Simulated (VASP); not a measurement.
# Mg11Zn5O16 (P1) in VASP: notebook

The runs below take Mg11Zn5O16 through single point, with HSE06, PBEsol.

Everything below comes from runs of VASP 6.6.1. Logs are shortened: lines on timing, memory, paths and dates and some standing lists are left out, and cuts for length are marked.

### Step 1. The cell of the first run

The typed cell holds 64 atoms: a = 8.461 Å, b = 8.461 Å, c = 8.461 Å, α = 90.00°, β = 90.00°, γ = 90.00°.

### Step 2. Single point, HSE06

Contents of POSCAR:

```
Mg11Zn5O16
1.0
    8.4609790000      0.0000000000      0.0000000000
    0.0000000000      8.4609790000      0.0000000000
    0.0000000000      0.0000000000      8.4609790000
O Mg Zn
32 22 10
Direct
    0.2499790000      0.9964100000      0.0002530000
    0.2472590000      0.9967450000      0.4994230000
    0.2522170000      0.5026540000      0.0024100000
    0.2500310000      0.5030920000      0.4971360000
    0.7504460000      0.9993110000      0.0032430000
    0.7523640000      0.0013960000      0.4981790000
    0.7477160000      0.5004810000      0.0002710000
    0.7502790000      0.4979010000      0.4995580000
    0.9976930000      0.2473280000      0.9996150000
    0.9974520000      0.2499050000      0.5004070000
    0.0002000000      0.7520000000      0.9994660000
    0.0024200000      0.7500890000      0.5006900000
    0.5028960000      0.2498310000      0.9995690000
    0.5025150000      0.2525280000      0.5006450000
    0.5002240000      0.7497960000      0.9965200000
    0.4980820000      0.7478690000      0.5019520000
    0.0004530000      0.0029100000      0.2504620000
    0.0031410000      0.0032850000      0.7503040000
    0.0002390000      0.4971540000      0.2525720000
    0.9984980000      0.4975780000      0.7474780000
    0.4997720000      0.0025590000      0.2477710000
    0.4977550000      0.0007380000      0.7521930000
    0.4997520000      0.4967340000      0.2498510000
    0.5029060000      0.5000270000      0.7495830000
    0.2501290000      0.2497080000      0.2499290000
    0.2504810000      0.2481240000      0.7498510000
    0.2502220000      0.7498360000      0.2496600000
    0.2532360000      0.7526860000      0.7499150000
    0.7500660000      0.2498560000      0.2501160000
    0.7503610000      0.2528530000      0.7504040000
    0.7499640000      0.7496190000      0.2475920000
    0.7483360000      0.7483260000      0.7520670000
    0.0002830000      0.9996970000      0.9999290000
    0.9996580000      0.9994110000      0.5006280000
    0.0004870000      0.5006040000      0.5003210000
    0.5001760000      0.9996080000      0.9999750000
    0.4997070000      0.4998760000      0.9996120000
    0.4998980000      0.5002550000      0.4997060000
    0.2495960000      0.7492570000      0.9993940000
    0.2503770000      0.7500400000      0.4998050000
    0.7503180000      0.2499300000      0.0000850000
    0.7500280000      0.2495290000      0.5004390000
    0.7508610000      0.7498780000      0.9997760000
    0.2502760000      0.9996060000      0.2503470000
    0.2503030000      0.0002490000      0.7496130000
    0.2496680000      0.4998620000      0.2494690000
    0.7497370000      0.9989390000      0.2509170000
    0.7503880000      0.5005440000      0.2501320000
    0.7509630000      0.5007330000      0.7499140000
    0.0002600000      0.2499400000      0.2499800000
    0.0011140000      0.2507080000      0.7503920000
    0.4999050000      0.2497210000      0.2503350000
    0.4998270000      0.2500910000      0.7495670000
    0.5009430000      0.7507390000      0.7491570000
    0.9997280000      0.4994670000      0.0001950000
    0.4997680000      0.0000880000      0.4999590000
    0.2506190000      0.2490480000      0.0001530000
    0.2493670000      0.2500730000      0.4996800000
    0.7500130000      0.7493980000      0.5001640000
    0.2510660000      0.5006980000      0.7496450000
    0.7504630000      0.0009400000      0.7508230000
    0.0005230000      0.7504230000      0.2501130000
    0.0008280000      0.7505200000      0.7499570000
    0.4997490000      0.7493250000      0.2488890000
```

Contents of INCAR.step1:

```
SYSTEM = Mg11Zn5O16
PREC = Accurate
ENCUT = 520
EDIFF = 1E-5
ISMEAR = -1
SIGMA = 0.05
LREAL = Auto
LASPH = .TRUE.
NELM = 100
ALGO = Normal
ISIF = 2
LWAVE = .TRUE.
GGA = PE
NBANDS = 216
NCORE = 4
```

Contents of INCAR.step2:

```
SYSTEM = Mg11Zn5O16
PREC = Accurate
ENCUT = 520
EDIFF = 1E-6
ISMEAR = -1
SIGMA = 0.05
LREAL = Auto
LASPH = .TRUE.
NELM = 100
ALGO = Normal
ISIF = 2
LWAVE = .FALSE.
LCHARG = .TRUE.
GGA = PE
LHFCALC = .TRUE.
HFSCREEN = 0.2079
PRECFOCK = Fast
LELF = .TRUE.
LVHAR = .TRUE.
ISTART = 1
NBANDS = 216
NCORE = 4
```

Contents of KPOINTS:

```
Automatic mesh
0
G
  1 1 1
  0 0 0
```

Potentials or basis: VASP PAW PBE potentials, release 64 (O, Mg, Zn).

Started as:

```bash
$ cat potpaw_PBE.64/O/POTCAR potpaw_PBE.64/Mg/POTCAR potpaw_PBE.64/Zn/POTCAR > POTCAR
$ cp INCAR.step1 INCAR
$ mpirun -np 4 vasp_gam > vasp.out
$ cp INCAR.step2 INCAR
$ mpirun -np 4 vasp_gam > vasp.out
```

OUTCAR:

```text
SYSTEM = Mg11Zn5O16
   PREC = Accurate
   ENCUT = 520
   EDIFF = 1E-6
   ISMEAR = -1
   LREAL = Auto
   LASPH = .TRUE.
   NELM = 100
   ISIF = 2
   GGA = PE
   LHFCALC = .TRUE.
   HFSCREEN = 0.2079
   PRECFOCK = Fast
   ISTART = 1

 ion  position               nearest neighbor table
   1  0.250  0.996  0.000-  39 2.09  33 2.11  44 2.12  36 2.12  45 2.12  57 2.14
   2  0.247  0.997  0.499-  40 2.09  34 2.10  44 2.11  45 2.12  56 2.14  58 2.14
   3  0.252  0.503  0.002-  39 2.09  46 2.09  37 2.09  55 2.14  60 2.14  57 2.15
   4  0.250  0.503  0.497-  40 2.09  46 2.10  35 2.11  38 2.11  60 2.14  58 2.14
   5  0.750  0.999  0.003-  47 2.10  43 2.11  33 2.11  36 2.12  41 2.12  61 2.14
   6  0.752  0.001  0.498-  47 2.09  34 2.09  42 2.10  59 2.13  56 2.14  61 2.14
[... 76 lines left out ...]
  58  0.249  0.250  0.500-  25 2.11  26 2.12  10 2.13   4 2.14  14 2.14   2 2.14  50 2.98  51 2.99
                            35 2.99  45 2.99  44 2.99  52 2.99  46 2.99  53 2.99  34 2.99  56 2.99
  59  0.750  0.749  0.500-   8 2.13  32 2.13  16 2.13   6 2.13  12 2.14  31 2.14  54 2.98  49 2.98
                            47 2.98  48 2.98  38 2.99  35 2.99  34 2.99  62 2.99  63 3.00  56 3.00
  60  0.251  0.501  0.750-  24 2.13  28 2.13   4 2.14  26 2.14  20 2.14   3 2.14  39 2.98  37 2.98
                            38 2.98  40 2.99  53 2.99  35 2.99  54 2.99  51 2.99  63 2.99  58 2.99
  61  0.750  0.001  0.751-  30 2.13   5 2.14  32 2.14   6 2.14  18 2.14  22 2.14  41 2.98  33 2.99
                            42 2.99  34 2.99  36 2.99  54 2.99  53 2.99  43 2.99  51 2.99  63 3.00
  62  0.001  0.750  0.250-  27 2.11  31 2.12  12 2.12  11 2.12  17 2.14  19 2.14  44 2.99  47 2.99
                            33 2.99  34 2.99  40 2.99  46 2.99  39 2.99  43 2.99  48 2.99  35 2.99
  63  0.001  0.751  0.750-  12 2.11  11 2.11  28 2.14  32 2.14  18 2.14  20 2.14  39 2.98  34 2.98
                            33 2.99  45 2.99  35 2.99  49 2.99  40 2.99  43 2.99  60 2.99  59 3.00
  64  0.500  0.749  0.249-  27 2.11  31 2.12  15 2.14  23 2.14  16 2.14  21 2.14  37 2.98  36 2.99
                            48 2.99  46 2.99  47 2.99  39 2.99  44 2.99  38 2.99  43 2.99  40 2.99

  LATTYP: Found a simple cubic cell.
 ALAT       =     8.4609790000

  Lattice vectors:

 A1 = (   8.4609790000,   0.0000000000,   0.0000000000)
 A2 = (   0.0000000000,   8.4609790000,   0.0000000000)
 A3 = (   0.0000000000,   0.0000000000,   8.4609790000)

Analysis of symmetry for initial positions (statically):
=====================================================================
 Subroutine PRICEL returns:
 Original cell was already a primitive cell.

 Routine SETGRP: Setting up the symmetry group for a
 simple cubic supercell.

 Subroutine GETGRP returns: Found  1 space group operations
 (whereof  1 operations were pure point group operations)
 out of a pool of 48 trial point group operations.

The static configuration has the point symmetry C_1 .

Analysis of symmetry for dynamics (positions and initial velocities):
=====================================================================
 Subroutine PRICEL returns:
 Original cell was already a primitive cell.

 Routine SETGRP: Setting up the symmetry group for a
 simple cubic supercell.

 Subroutine GETGRP returns: Found  1 space group operations
 (whereof  1 operations were pure point group operations)
 out of a pool of 48 trial point group operations.

The dynamic configuration has the point symmetry C_1 .

 Subroutine INISYM returns: Found  1 space group operations
 (whereof  1 operations are pure point group operations),
 and found     1 'primitive' translations

----------------------------------------------------------------------------------------

                                     Primitive cell

  volume of cell :     605.7060

  direct lattice vectors                    reciprocal lattice vectors
     8.460979000  0.000000000  0.000000000     0.118189633  0.000000000  0.000000000
     0.000000000  8.460979000  0.000000000     0.000000000  0.118189633  0.000000000
[... 163 lines left out ...]

 Following reciprocal coordinates:
            Coordinates               Weight
  0.000000  0.000000  0.000000      1.000000
   k-points           NKPTS =      1   k-points in BZ     NKDIM =      1   number of bands    NBANDS=    216
   number of dos      NEDOS =    301   number of ions     NIONS =     64
   total plane-waves  NPLWV = 262144
   dimension x,y,z NGX =    64 NGY =   64 NGZ =   64
   dimension x,y,z NGXF=   128 NGYF=  128 NGZF=  128
   ions per type =              32  22  10
   NGX,Y,Z   is equivalent  to a cutoff of  12.58, 12.58, 12.58 a.u.
   NGXF,Y,Z  is equivalent  to a cutoff of  25.15, 25.15, 25.15 a.u.
 SYSTEM =  Mg11Zn5O16
   PREC   = accura    normal or accurate (medium, high low for compatibility)
   ISTART =      1    job   : 0-new  1-cont  2-samecut
   ICHARG =      0    charge: 1-file 2-atom 10-const
   ISPIN  =      1    spin polarized calculation?
   LNONCOLLINEAR =      F non collinear calculations
   LSORBIT =      F    spin-orbit coupling
   LASPH  =      T    aspherical Exc in radial PAW
   ENCUT  =  520.0 eV  38.22 Ry    6.18 a.u.  15.73 15.73 15.73*2*pi/ulx,y,z
   NELM   =    100;   NELMIN=  2; NELMDL=  0     # of ELM steps
   EDIFF  = 0.1E-05   stopping-criterion for ELM
   LREAL  =      T    real-space projection
   EDIFFG = 0.1E-04   stopping-criterion for IOM
   NSW    =      0    number of steps for IOM
   IBRION =     -1    ionic relax: 0-MD 1-quasi-New 2-CG
   NFREE  =      0    steps in history (QN), initial steepest desc. (CG)
   ISIF   =      2    stress and relaxation
   ISYM   =      3    0-nonsym 1-usesym 2-fastsym
   POTIM  = 0.5000    time-step for ionic-motion
   TEBEG  =    0.0;   TEEND  =   0.0 temperature during run
   PSTRESS=    0.0 pullay stress
   NELECT =     356.0000    total number of electrons
   NUPDOWN=      -1.0000    fix difference up-down
   EMIN   =  10.00;   EMAX   =-10.00  energy-range for DOS
   EFERMI =   0.00;   METHOD = LEGACY
   ISMEAR =    -1;   SIGMA  =   0.05  broadening in eV -4-tet -1-fermi 0-gaus
   EFERMI_NEDOS =   21; number of points for ismear=-14 and -15
   IALGO  =     38    algorithm
   IMIX   =      1    mixing-type and parameters
     AMIX     =   0.40;   BMIX     =  1.00
     AMIX_MAG =   1.60;   BMIX_MAG =  1.00
  volume/ion in A,a.u.               =       9.46        63.87
  Fermi-wavevector in a.u.,A,eV,Ry     =   1.371316  2.591412 25.585859  1.880508
  Thomas-Fermi vector in A             =   2.497024
   LORBIT       =      0    0 simple, 1 ext, 2 COOP (PROOUT), +10 PAW based schemes
   GGA     = PE    functional components
   LHFCALC =     T    Hartree Fock is set to
   PRECFOCK=fast      Normal, Fast or Accurate (Low or Medium for compatibility)
   ENCUT4O =  -1.0   cutoff for four orbital integrals eV
   NKREDX  =     1    reduce k-point grid by
   NKREDY  =     1    reduce k-point grid by
   NKREDZ  =     1    reduce k-point grid by
   AEXX    =    0.2500 exact exchange contribution
   HFSCREEN=    0.2079 screening length (either q_TF or 0.3 A-1)
   HFSCREENC=   0.2079 screening length for correlation (either q_TF or 0.3 A-1)
   ENCUTFOCK=  -1.0 apply spherical cutoff to Coloumb kernel
   IVDW    =     0    specifies the selected vdW correction
   LEPSILON=     F    determine dielectric tensor
   LRPA    =     F    only Hartree local field effects (RPA)
 non-spin polarized calculation
  energy-cutoff  :      520.00
  volume of cell :      605.71
 maximum number of plane-waves:      8140
 NGX is ok and might be reduce to    64
  NGX = 32; NGY = 32; NGZ = 32

 number of electron     356.0000197 magnetization

 Free energy of the ion-electron system (eV)
  ---------------------------------------------------
  ext. energy  EPLUGINS =         0.00000000
  ---------------------------------------------------
  free energy    TOTEN  =      -424.05956852 eV

  energy without entropy =     -424.05956852  energy(sigma->0) =     -424.05956852

 E-fermi :   3.4565     XC(G=0):  -9.3975

 val. band max:        2.1682297385   @ k =   0.0000   0.0000   0.0000
 cond. band min:       6.8250293106   @ k =   0.0000   0.0000   0.0000
 fundamental gap:      4.6567995721
 Fermi energy:         3.4564636218

 k-point     1 :       0.0000    0.0000    0.0000
  band No.  band energies     occupation
      1     -17.4295      2.00000
      2     -16.7234      2.00000
      3     -16.6916      2.00000
      4     -16.6477      2.00000
      5     -16.6052      2.00000
      6     -16.5820      2.00000
[... 182 lines left out ...]
    189      10.6799      0.00000
    190      10.8412      0.00000
 [bands above 190 left out]

------------------------ aborting loop because EDIFF is reached ----------------------------------------

  FORCE on cell =-STRESS in cart. coord.  units (eV):
  Direction    XX          YY          ZZ          XY          YZ          ZX
  --------------------------------------------------------------------------------------
  -------------------------------------------------------------------------------------
  Total       -2.4232510     -2.0842732     -2.5494694     -0.4403265      0.1931852      0.0930863
  in kB       -6.4098392     -5.5131954     -6.7437044     -1.1647255      0.5110019      0.2462263
  external PRESSURE =      -6.2222463 kB  Pullay stress =       0.0000000 kB

 VOLUME and BASIS-vectors are now :
 -----------------------------------------------------------------------------
  energy-cutoff  :      520.00
  volume of cell :      605.71
      direct lattice vectors                 reciprocal lattice vectors
     8.460979000  0.000000000  0.000000000     0.118189633  0.000000000  0.000000000
     0.000000000  8.460979000  0.000000000     0.000000000  0.118189633  0.000000000
     0.000000000  0.000000000  8.460979000     0.000000000  0.000000000  0.118189633

 POSITION                                       TOTAL-FORCE (eV/Angst)
 -----------------------------------------------------------------------------------
      2.11507      8.43060      0.00214         0.000134     -0.069029      0.039510
      2.09205      8.43344      4.22561        -0.048993     -0.070151     -0.009193
      2.13400      4.25294      0.02039         0.054750      0.090904      0.065523
      2.11551      4.25665      4.20626        -0.005302      0.092071     -0.077277
      6.34951      8.45515      0.02744         0.001731     -0.024287      0.043090
      6.36574      0.01181      4.21508         0.075932      0.053002     -0.098750
[... 56 lines left out ...]
      0.00701      6.35013      6.34537         0.018052      0.014456     -0.001170
      4.22837      6.34002      2.10584        -0.017716     -0.017497     -0.032765
 -----------------------------------------------------------------------------------
    total drift:                               -0.011472      0.005535      0.004957

  FREE ENERGIE OF THE ION-ELECTRON SYSTEM (eV)
  ---------------------------------------------------
  free  energy   TOTEN  =      -424.0595685227 eV

  energy  without entropy=     -424.0595685227  energy(sigma->0) =     -424.05956852
```

Run time: 14 min. Hardware: 4 MPI ranks of AMD EPYC 7R43 (Zen 3), shared host; peak memory 0.33 GiB.

What came out:

- Free energy: -424.0596 eV
- Pressure: -0.6 GPa
- Largest force: 0.148 eV/Å
- Band gap on the k mesh: 4.66 eV

Forces on the atoms (eV/Å):
```
O    0.000 -0.069  0.040
O   -0.049 -0.070 -0.009
O    0.055  0.091  0.066
O   -0.005  0.092 -0.077
O    0.002 -0.024  0.043
O    0.076  0.053 -0.099
O   -0.037  0.024  0.037
O    0.015 -0.016 -0.020
O   -0.071 -0.047  0.010
O   -0.054  0.006  0.022
O   -0.008  0.076 -0.030
O    0.058 -0.010  0.015
O    0.062 -0.009 -0.030
O    0.059  0.044 -0.002
O    0.015  0.008 -0.051
O   -0.066 -0.076  0.109
O    0.007  0.080 -0.007
O    0.048  0.078 -0.022
O    0.000 -0.104  0.067
O   -0.049 -0.083 -0.057
O   -0.018  0.093 -0.058
O   -0.063  0.027  0.059
O    0.010 -0.064  0.009
O    0.027 -0.036 -0.011
O    0.003 -0.010 -0.001
O    0.021 -0.069  0.008
O    0.016  0.010 -0.013
O    0.058  0.041 -0.011
O   -0.002  0.007 -0.010
O   -0.015  0.030  0.005
O   -0.005 -0.004 -0.067
O   -0.086 -0.071  0.090
Mg   0.003  0.027  0.025
Mg   0.025  0.054 -0.021
Mg  -0.023 -0.053 -0.022
Mg  -0.003 -0.003 -0.003
Mg   0.048  0.004 -0.003
Mg   0.023 -0.020  0.004
Mg   0.055  0.051 -0.005
Mg   0.005 -0.002  0.012
Mg  -0.025  0.001  0.024
Mg   0.029  0.049 -0.025
Mg  -0.057  0.001 -0.011
Mg  -0.025 -0.003 -0.026
Mg  -0.001 -0.033  0.021
Mg   0.023  0.004  0.029
Mg   0.029  0.080 -0.048
Mg  -0.024 -0.080  0.002
Mg  -0.050 -0.048 -0.002
Mg  -0.056 -0.025  0.026
Mg  -0.054 -0.026 -0.032
Mg   0.056  0.024 -0.021
Mg   0.051  0.025  0.026
Mg  -0.029 -0.027  0.049
Zn  -0.027 -0.020  0.009
Zn  -0.015  0.013  0.003
Zn   0.014 -0.028  0.010
Zn  -0.018 -0.002 -0.012
Zn  -0.006 -0.032  0.008
Zn   0.030  0.026 -0.017
Zn   0.003  0.030  0.031
Zn   0.017  0.016  0.001
Zn   0.018  0.014 -0.001
Zn  -0.018 -0.017 -0.033
```

Stress tensor (GPa, compression positive):
```
-0.64 -0.12  0.02
-0.12 -0.55  0.05
 0.02  0.05 -0.67
```

Levels at points of the mesh, in eV from the valence-band top:
```
           k point  band 174  band 175  band 176  band 177  band 178  band 179  band 180  band 181  band 182  band 183
(0.00, 0.00, 0.00)     -0.50     -0.49     -0.40     -0.19      0.00      4.66      7.26      7.52      7.79      8.26
```

Caveat: the k points lie up to 0.74 Å⁻¹ apart; the PAW data sets were made with another functional, which shifts forces and pressure a little. A k mesh can miss the band edges.

[end of part 1 of 2]
